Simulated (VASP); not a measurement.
# ZnS (P6_3mc) in VASP: dielectric tensor with r2SCAN

Aim: the dielectric tensor of ZnS with r2SCAN.

All numbers are computed with VASP 6.6.1; they aren't measurements. Logs are shortened: lines on timing, memory, paths and dates and some standing lists are left out, and cuts for length are marked.

### 1 The cell of the first run

Symmetry: P6_3mc, No. 186, hexagonal system. The conventional cell has a = 3.767 Å, b = 3.767 Å, c = 6.182 Å, α = 90.00°, β = 90.00°, γ = 120.00°. Within 3.1 Å of Zn (site symmetry 3m) lie 4 S at 2.31 Å. S (site symmetry 3m) has 4 Zn at 2.31 Å within 3.1 Å.

### 2 Dielectric tensor, r2SCAN (strain -1.0%)

File INCAR:

```
PREC = Accurate ; ENCUT = 520
EDIFF = 1E-8 ; ISMEAR = 0
SIGMA = 0.01 ; LREAL = False
LASPH = True ; NELM = 80
ALGO = Normal ; ISIF = 2
LWAVE = False ; LCHARG = False
METAGGA = R2SCAN ; LMIXTAU = True
LCALCEPS = True
```

File KPOINTS:

```
regular mesh
0
Gamma
  6 6 4
```

File POSCAR:

```
ZnS
1.0
    3.7673963481      0.0000000000      0.0000000000
   -1.8836981740      3.2626609436      0.0000000000
    0.0000000000      0.0000000000      6.1815531800
Zn S
2 2
Direct
    0.3333333333      0.6666666667      0.0004676507
    0.6666666667      0.3333333333      0.5004676507
    0.3333333333      0.6666666667      0.3745323493
    0.6666666667      0.3333333333      0.8745323493
```

Potentials or basis: VASP PAW PBE potentials, release 64 (Zn, S).

On the command line:

```sh
$ cat potpaw_PBE.64/Zn/POTCAR potpaw_PBE.64/S/POTCAR > POTCAR
$ mpirun -np 1 vasp_std > vasp.out
```

OUTCAR:

```text
PREC = Accurate
   ENCUT = 520
   EDIFF = 1E-8
   ISMEAR = 0
   LREAL = False
   LASPH = True
   NELM = 80
   ISIF = 2
   METAGGA = R2SCAN

 ion  position               nearest neighbor table
   1  0.333  0.667  0.000-   4 2.31   4 2.31   4 2.31   3 2.31
   2  0.667  0.333  0.500-   3 2.31   3 2.31   3 2.31   4 2.31
   3  0.333  0.667  0.375-   2 2.31   2 2.31   2 2.31   1 2.31
   4  0.667  0.333  0.875-   1 2.31   1 2.31   1 2.31   2 2.31

  LATTYP: Found a hexagonal cell.
 ALAT       =     3.7673963481
 C/A-ratio  =     1.6408024558

  Lattice vectors:

 A1 = (   3.7673963481,   0.0000000000,   0.0000000000)
 A2 = (  -1.8836981740,   3.2626609436,   0.0000000000)
 A3 = (   0.0000000000,   0.0000000000,   6.1815531800)

Analysis of symmetry for initial positions (statically):
=====================================================================
 Subroutine PRICEL returns:
 Original cell was already a primitive cell.

 Routine SETGRP: Setting up the symmetry group for a
 hexagonal supercell.

 Subroutine GETGRP returns: Found 12 space group operations
 (whereof  6 operations were pure point group operations)
 out of a pool of 24 trial point group operations.

The static configuration has the point symmetry C_3v.
 The point group associated with its full space group is C_6v.

Analysis of symmetry for dynamics (positions and initial velocities):
=====================================================================
 Subroutine PRICEL returns:
 Original cell was already a primitive cell.

 Routine SETGRP: Setting up the symmetry group for a
 hexagonal supercell.

 Subroutine GETGRP returns: Found 12 space group operations
 (whereof  6 operations were pure point group operations)
 out of a pool of 24 trial point group operations.

The dynamic configuration has the point symmetry C_3v.
 The point group associated with its full space group is C_6v.

 Subroutine INISYM returns: Found 12 space group operations
 (whereof  6 operations are pure point group operations),
 and found     1 'primitive' translations

----------------------------------------------------------------------------------------

                                     Primitive cell

  volume of cell :      75.9820

  direct lattice vectors                    reciprocal lattice vectors
     3.767396348  0.000000000  0.000000000     0.265435305  0.153249145  0.000000000
    -1.883698174  3.262660944  0.000000000     0.000000000  0.306498290  0.000000000
     0.000000000  0.000000000  6.181553180     0.000000000  0.000000000  0.161771641

  length of vectors
     3.767396348  3.767396348  6.181553180     0.306498290  0.306498290  0.161771641

  position of ions in fractional coordinates (direct lattice)
     0.333333333  0.666666667  0.000467651
     0.666666667  0.333333333  0.500467651
     0.333333333  0.666666667  0.374532349
     0.666666667  0.333333333  0.874532349

  ion indices of the primitive-cell ions
   primitive index   ion index
                 1           1
                 2           2
                 3           3
                 4           4

----------------------------------------------------------------------------------------

 KPOINTS: regular mesh

Automatic generation of k-mesh.
 Grid dimensions read from file:
 generate k-points for:    6    6    4

 Generating k-lattice:

  Cartesian coordinates                     Fractional coordinates (reciprocal lattice)
     0.044239218  0.025541524  0.000000000     0.166666667  0.000000000  0.000000000
     0.000000000  0.051083048  0.000000000     0.000000000  0.166666667  0.000000000
     0.000000000  0.000000000  0.040442910     0.000000000  0.000000000  0.250000000

  Length of vectors
     0.051083048  0.051083048  0.040442910

  Shift w.r.t. Gamma in fractional coordinates (k-lattice)
     0.000000000  0.000000000  0.000000000

 Subroutine IBZKPT returns following result:
 ===========================================

 Found     21 irreducible k-points:

 Following reciprocal coordinates:
            Coordinates               Weight
  0.000000  0.000000  0.000000      1.000000
  0.166667 -0.000000  0.000000      6.000000
  0.333333 -0.000000  0.000000      6.000000
  0.500000 -0.000000  0.000000      3.000000
  0.166667  0.166667  0.000000      6.000000
  0.333333  0.166667  0.000000     12.000000
[... 13 lines left out ...]
  0.333333  0.166667  0.500000     12.000000
  0.333333  0.333333  0.500000      2.000000
   k-points           NKPTS =     21   k-points in BZ     NKDIM =     21   number of bands    NBANDS=     22
   number of dos      NEDOS =    301   number of ions     NIONS =      4
   total plane-waves  NPLWV =  37632
   dimension x,y,z NGX =    28 NGY =   28 NGZ =   48
   dimension x,y,z NGXF=    56 NGYF=   56 NGZF=   96
   ions per type =               2   2
   NGX,Y,Z   is equivalent  to a cutoff of  12.36, 12.36, 12.91 a.u.
   NGXF,Y,Z  is equivalent  to a cutoff of  24.71, 24.71, 25.82 a.u.
 SYSTEM =  unknown system
   PREC   = accura    normal or accurate (medium, high low for compatibility)
   ISTART =      0    job   : 0-new  1-cont  2-samecut
   ICHARG =      2    charge: 1-file 2-atom 10-const
   ISPIN  =      1    spin polarized calculation?
   LNONCOLLINEAR =      F non collinear calculations
   LSORBIT =      F    spin-orbit coupling
   LASPH  =      T    aspherical Exc in radial PAW
   ENCUT  =  520.0 eV  38.22 Ry    6.18 a.u.   7.00  7.00 11.49*2*pi/ulx,y,z
   NELM   =     80;   NELMIN=  2; NELMDL= -5     # of ELM steps
   EDIFF  = 0.1E-07   stopping-criterion for ELM
   LREAL  =      F    real-space projection
   EDIFFG = 0.1E-06   stopping-criterion for IOM
   NSW    =      0    number of steps for IOM
   IBRION =     -1    ionic relax: 0-MD 1-quasi-New 2-CG
   NFREE  =      0    steps in history (QN), initial steepest desc. (CG)
   ISIF   =      2    stress and relaxation
   ISYM   =      2    0-nonsym 1-usesym 2-fastsym
   POTIM  = 0.5000    time-step for ionic-motion
   TEBEG  =    0.0;   TEEND  =   0.0 temperature during run
   PSTRESS=    0.0 pullay stress
   NELECT =      36.0000    total number of electrons
   NUPDOWN=      -1.0000    fix difference up-down
   EMIN   =  10.00;   EMAX   =-10.00  energy-range for DOS
   EFERMI =   0.00;   METHOD = LEGACY
   ISMEAR =     0;   SIGMA  =   0.01  broadening in eV -4-tet -1-fermi 0-gaus
   EFERMI_NEDOS =   21; number of points for ismear=-14 and -15
   IALGO  =     38    algorithm
   IMIX   =      4    mixing-type and parameters
     AMIX     =   0.40;   BMIX     =  1.00
     AMIX_MAG =   1.60;   BMIX_MAG =  1.00
  volume/ion in A,a.u.               =      19.00       128.19
  Fermi-wavevector in a.u.,A,eV,Ry     =   1.276259  2.411779 22.161662  1.628836
  Thomas-Fermi vector in A             =   2.408925
   LORBIT       =      0    0 simple, 1 ext, 2 COOP (PROOUT), +10 PAW based schemes
   METAGGA = R2SCAN    functional components
   LHFCALC =     F    Hartree Fock is set to
   AEXX    =    0.0000 exact exchange contribution
   IVDW    =     0    specifies the selected vdW correction
   LEPSILON=     F    determine dielectric tensor
   LRPA    =     F    only Hartree local field effects (RPA)
   LRPA       =     F
 non-spin polarized calculation
 Gauss-broadening in eV      SIGMA  =   0.01
  energy-cutoff  :      520.00
  volume of cell :       75.98
 maximum number of plane-waves:      2059
 NGX is ok and might be reduce to    28
   NGX = 13   NGY = 13   NGZ = 23

 Total electronic dipole moment: p[elc]=(     0.00000     0.00000     6.14024 ) |e| Angst

 number of electron      35.9999969 magnetization

 Free energy of the ion-electron system (eV)
  ---------------------------------------------------
  ext. energy  EPLUGINS =         0.00000000
  ---------------------------------------------------
  free energy    TOTEN  =       -37.76349187 eV

  energy without entropy =      -37.76349187  energy(sigma->0) =      -37.76349187

 E-fermi :   2.2616     XC(G=0): -10.4699

 val. band max:        2.2161638967   @ k =   0.0000   0.0000   0.0000
 cond. band min:   10000.0000000000   @ k =   0.0000   0.0000   0.0000
 fundamental gap:   9997.7838361033
 Fermi energy:         2.2616099459

 k-point     1 :       0.0000    0.0000    0.0000
  band No.  band energies     occupation
      1     -11.7672      2.00000
      2     -10.7469      2.00000
      3      -4.4521      2.00000
      4      -4.4347      2.00000
      5      -4.4347      2.00000
      6      -4.3380      2.00000
[... 14 lines left out ...]
     21   10000.0000      0.00000
     22   10000.0000      0.00000

 k-point     2 :       0.1667   -0.0000    0.0000
  band No.  band energies     occupation
      1     -11.5687      2.00000
      2     -10.6386      2.00000
      3      -4.4508      2.00000
      4      -4.4101      2.00000
      5      -4.3960      2.00000
      6      -4.3123      2.00000
[... 14 lines left out ...]
     21   10000.0000      0.00000
     22   10000.0000      0.00000

 k-point     3 :       0.3333   -0.0000    0.0000
  band No.  band energies     occupation
      1     -11.0908      2.00000
      2     -10.4446      2.00000
      3      -4.4426      2.00000
      4      -4.3427      2.00000
      5      -4.3343      2.00000
      6      -4.1749      2.00000
[... 14 lines left out ...]
     21   10000.0000      0.00000
     22   10000.0000      0.00000
[... 476 lines left out ...]
 k-point    23 :      -0.3333    0.3333    0.0000
  band No.  band energies     occupation
      1     -11.0908      2.00000
      2     -10.4446      2.00000
      3      -4.4426      2.00000
      4      -4.3428      2.00000
      5      -4.3343      2.00000
      6      -4.1749      2.00000
[... 14 lines left out ...]
     21   10000.0000      0.00000
     22   10000.0000      0.00000

 k-point    24 :      -0.5000    0.5000    0.0000
  band No.  band energies     occupation
      1     -10.7591      2.00000
      2     -10.4049      2.00000
      3      -4.4245      2.00000
      4      -4.3138      2.00000
      5      -4.1817      2.00000
      6      -4.1482      2.00000
[... 14 lines left out ...]
     21   10000.0000      0.00000
     22   10000.0000      0.00000

 [... further k-points ...]

------------------------ aborting loop because EDIFF is reached ----------------------------------------

            Ionic dipole moment: p[ion]=(     0.00000     0.00000   -27.78230 ) |e| Angst

 Total electronic dipole moment: p[elc]=(     0.00000    -0.00000     6.15879 ) |e| Angst

 MACROSCOPIC STATIC DIELECTRIC TENSOR (including local field effects)
 ------------------------------------------------------
           5.276891     0.000000     0.000000
           0.000000     5.276891     0.000000
           0.000000     0.000000     5.417341
 ------------------------------------------------------

 PIEZOELECTRIC TENSOR (including local field effects) (e Angst)
          XX          YY          ZZ          XY          YZ          ZX
  --------------------------------------------------------------------------------
  x     0.00000    -0.00000     0.00000     0.00000     0.00000     1.70581
  y     0.00000     0.00000     0.00000    -0.00000     1.70583     0.00000
  z     1.62556     1.62556    -3.37575     0.00000     0.00000     0.00000

 PIEZOELECTRIC TENSOR (including local field effects) (C/m^2)
          XX          YY          ZZ          XY          YZ          ZX
  --------------------------------------------------------------------------------
  x     0.00000    -0.00000     0.00000     0.00000     0.00000     0.35969
  y     0.00000     0.00000     0.00000    -0.00000     0.35970     0.00000
  z     0.34277     0.34277    -0.71182     0.00000     0.00000     0.00000

 BORN EFFECTIVE CHARGES (including local field effects) (in |e|, cummulative output)
 ---------------------------------------------------------------------------------
 ion    1
    1     1.89940     0.00000     0.00000
    2     0.00000     1.89940    -0.00000
    3    -0.00000    -0.00000     1.99152
 ion    2
    1     1.89940     0.00000     0.00000
    2     0.00000     1.89940     0.00000
    3     0.00000     0.00000     1.99152
 ion    3
    1    -1.89940    -0.00000     0.00000
    2    -0.00000    -1.89940     0.00000
    3    -0.00000    -0.00000    -1.99152
 ion    4
    1    -1.89940    -0.00000     0.00000
    2    -0.00000    -1.89940     0.00000
    3     0.00000     0.00000    -1.99152

  FORCE on cell =-STRESS in cart. coord.  units (eV):
  Direction    XX          YY          ZZ          XY          YZ          ZX
  --------------------------------------------------------------------------------------
  -------------------------------------------------------------------------------------
  Total        1.2616491      1.2616491      1.2767617      0.0000000      0.0000000      0.0000000
  in kB       26.6034706     26.6034706     26.9221400      0.0000000      0.0000000      0.0000000
  external PRESSURE =      26.7096937 kB  Pullay stress =       0.0000000 kB

 VOLUME and BASIS-vectors are now :
 -----------------------------------------------------------------------------
  energy-cutoff  :      520.00
  volume of cell :       75.98
      direct lattice vectors                 reciprocal lattice vectors
     3.767396348  0.000000000  0.000000000     0.265435305  0.153249145  0.000000000
    -1.883698174  3.262660944  0.000000000     0.000000000  0.306498290  0.000000000
     0.000000000  0.000000000  6.181553180     0.000000000  0.000000000  0.161771641

 POSITION                                       TOTAL-FORCE (eV/Angst)
 -----------------------------------------------------------------------------------
     -0.00000      2.17511      0.00289        -0.000000      0.000000      0.006717
      1.88370      1.08755      3.09367         0.000000     -0.000000      0.006717
     -0.00000      2.17511      2.31519        -0.000000     -0.000000     -0.006717
      1.88370      1.08755      5.40597        -0.000000     -0.000000     -0.006717
 -----------------------------------------------------------------------------------
    total drift:                               -0.000000     -0.000000      0.032236

  FREE ENERGIE OF THE ION-ELECTRON SYSTEM (eV)
  ---------------------------------------------------
  free  energy   TOTEN  =       -37.7634918741 eV

  energy  without entropy=      -37.7634918741  energy(sigma->0) =      -37.76349187
```

Wall time 33 min (1 thread of Intel Xeon 6975P-C (Granite Rapids), shared host); peak memory 0.58 GiB.

Results:

```yaml
Band_gap_on_the_k_mesh: 2.94 eV
Electronic_dielectric_tensor_diagonal: 5.28, 5.28, 5.42
Born_charges_mean_of_the_diagonal: Zn +1.93; S -1.93 e
```

Electronic dielectric tensor:
```
5.28 0.00 0.00
0.00 5.28 0.00
0.00 0.00 5.42
```

Born effective charge tensors (e):
atom 1, Zn
```
1.90 0.00 0.00
0.00 1.90 0.00
0.00 0.00 1.99
```
atom 2, Zn
```
1.90 0.00 0.00
0.00 1.90 0.00
0.00 0.00 1.99
```
atom 3, S
```
-1.90  0.00  0.00
 0.00 -1.90  0.00
 0.00  0.00 -1.99
```
atom 4, S
```
-1.90  0.00  0.00
 0.00 -1.90  0.00
 0.00  0.00 -1.99
```

Dipole moments of the cell (e·Å, modulo the quantum): ionic 0.000, 0.000, -27.782; electronic 0.000, 0.000, 6.159

Caveat: the cell differs from its parent crystal (strain -1.0%); the PAW data sets were made with another functional, which shifts forces and pressure a little.

The gap in the log of VASP goes by the Fermi energy; the results here count the filled bands.